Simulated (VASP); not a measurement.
# In2SbN: single point with PBE

The system is In2SbN.

```xyz
4
Lattice="4.2284 0.0000 0.0000 0.0000 4.2284 0.0000 0.0000 0.0000 5.4425" Properties=species:S:1:pos:R:3 pbc="T T T"
In    0.0000    0.0000    3.8361
In    0.0000    0.0000    1.6064
Sb    2.1142    2.1142    0.0000
N     0.0000    0.0000    0.0000
```

The cell was generated, and may not be a known phase.

| Property | Result |
| --- | --- |
| Program | VASP 6.6.1 |
| Task | single point |
| Functional | PBE |
| Potentials or basis | VASP PAW PBE potentials, release 64 (In_d, Sb, N) |
| Cutoff | 520 eV |
| k mesh | 4 × 4 × 4 |
| Occupations | gaussian, width 0.1 eV |
| Spin | no spin polarisation |

```json
{"Pressure": "43.3 GPa", "Largest force": "10.746 eV/Å", "Band gap on the k mesh": "zero (bands 18 and 19 overlap by 2.64 eV)"}
```

Forces on the atoms (eV/Å):
```
In    0.000   0.000 -10.746
In    0.000   0.000  10.746
Sb    0.000   0.000   0.000
N     0.000   0.000   0.000
```

Stress tensor (GPa, compression positive):
```
  2.84   0.00   0.00
  0.00   2.84   0.00
  0.00   0.00 124.28
```

Levels at points of the mesh, in eV from the Fermi level:
| k point | band 15 | band 16 | band 17 | band 18 | band 19 | band 20 | band 21 | band 22 |
| --- | --- | --- | --- | --- | --- | --- | --- | --- |
| (0.00, 0.00, 0.00) | -4.61 | -4.61 | -0.37 | 1.28 | 1.28 | 3.21 | 3.99 | 3.99 |
| (0.50, 0.00, 0.00) | -4.05 | -3.23 | -1.84 | -1.10 | 0.07 | 0.10 | 4.01 | 4.38 |
| (0.50, 0.50, 0.00) | -5.94 | -5.58 | -0.49 | 0.34 | 0.34 | 1.77 | 1.77 | 2.07 |
| (0.00, 0.00, 0.50) | -4.04 | -3.77 | -0.24 | 1.40 | 1.40 | 1.41 | 1.41 | 2.25 |
| (0.50, 0.00, 0.50) | -3.50 | -3.47 | -2.71 | -1.75 | 0.14 | 2.15 | 2.72 | 4.07 |
| (0.50, 0.50, 0.50) | -5.29 | -3.38 | -1.39 | -1.39 | -1.24 | 0.80 | 0.80 | 3.55 |

It took 66 s on 1 thread of Intel(R) Xeon(R) Platinum 8259CL CPU @ 2.50GHz (Skylake/Cascade Lake), with other jobs on the host, peak memory 0.21 GiB.

Caveat: the k points lie up to 0.37 Å⁻¹ apart, too coarse for converged energies and pressures of a metal; spin-orbit coupling is left out, which moves the levels of the heavy elements; forces of over 1 eV/Å act on the atoms, so gaps and moduli don't describe the material at rest.
